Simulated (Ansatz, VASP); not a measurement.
## One calculation of KRh, two programs

```
CELL_PARAMETERS angstrom
3.97830 0.00000 0.00000
0.00000 3.97830 0.00000
0.00000 0.00000 3.97830
ATOMIC_POSITIONS crystal
K 0.00000 0.00000 0.00000
Rh 0.50000 0.50000 0.50000
```

Change from the starting cell: volume scaled by 1.04.

Alike in both runs: task single point; functional PBE; k mesh 7 × 7 × 7; occupations fermi-dirac, width 0.05 eV; no spin polarisation.

|  | VASP | Ansatz |
| --- | --- | --- |
| version | VASP 6.6.1 | Ansatz 0.2.0 |
| potentials or method | VASP PAW PBE potentials, release 64 (K_sv, Rh_pv), cutoff 520 eV | all-electron LAPW, scalar-relativistic |

```tsv
	VASP	Ansatz	Ansatz less VASP
gap on the k mesh at the Fermi level (eV)	none	none	-
pressure (GPa)	-3.6	-3.6	-0.04
```

A gap of «none» marks a metal or a gap that the smearing closes. Ansatz ran all-electron here, and VASP with PAW potentials.
